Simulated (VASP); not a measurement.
Here is a VASP 6.6.1 calculation.

Contents of INCAR:

```
SYSTEM = Ag
  PREC = Accurate
  ENCUT = 520
  EDIFF = 1E-6
  ISMEAR = 0
  SIGMA = 0.1
  LREAL = .False.
  LASPH = .True.
  NELM = 80
  ALGO = Fast
  ISIF = 2
  LWAVE = .False.
  LCHARG = .False.
  GGA = PS
  NBANDS = 12
```

Contents of KPOINTS:

```
Automatic mesh
0
Gamma
  24 24 24
  0 0 0
```

The input POSCAR:

```
Ag
1.0
    0.0000000000      2.0267494786      2.0267494786
    2.0267494786      0.0000000000      2.0267494786
    2.0267494786      2.0267494786      0.0000000000
Ag
1
Direct
    0.0000000000      0.0000000000      0.0000000000
```

Potentials or basis: VASP PAW PBE potentials, release 64 (Ag).

Run with:

```bash
$ cat potpaw_PBE.64/Ag/POTCAR > POTCAR
$ mpirun -np 1 vasp_std > vasp.out
```

Task: Predict the pressure.

Result: -0.1 GPa.

Caveat: the PAW data sets were made with another functional, which shifts forces and pressure a little.
